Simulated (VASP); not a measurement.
A run of VASP 6.6.1 is set up as follows.

The input INCAR:

```
ALGO = Normal ; DIPOL = 0.5 0.5 0.500
EDIFF = 1E-6 ; ENCUT = 520
GGA = PE ; IDIPOL = 3
ISIF = 2 ; ISMEAR = 0
LASPH = T ; LCHARG = F
LDIPOL = T ; LREAL = F
LWAVE = F ; NBANDS = 28
NELM = 80 ; PREC = Accurate
SIGMA = 0.1
```

The input KPOINTS:

```
k-points
0
Gamma
  6 6 1
```

POSCAR

```
GeMo2
1.0
    3.1173990000      0.0000000000      0.0000000000
    0.0000000000      3.1173990000      0.0000000000
    0.0000000000      0.0000000000     17.0000000000
Ge Mo
1 2
Direct
    0.5000000000      0.5000000000      0.5000000000
    0.0000000000      0.0000000000      0.5867975900
    0.0000000000      0.0000000000      0.4132024100
```

Potentials or basis: VASP PAW PBE potentials, release 64 (Ge_d, Mo_sv).

The run is started by

```bash
$ cat potpaw_PBE.64/Ge_d/POTCAR potpaw_PBE.64/Mo_sv/POTCAR > POTCAR
$ mpirun -np 1 vasp_std > vasp.out
```

Question: Predict the band gap on the k mesh.

Answer: Zero (band 21 reaches 1.50 eV, above the bottom of band 22 at -0.11 eV).

Question: What does it give for the largest force?

Answer: 0.860 eV/Å.

Forces in eV/Å, atoms in the order of the input:
```
Ge   0.000  0.000  0.000
Mo   0.000  0.000 -0.860
Mo   0.000  0.000  0.860
```
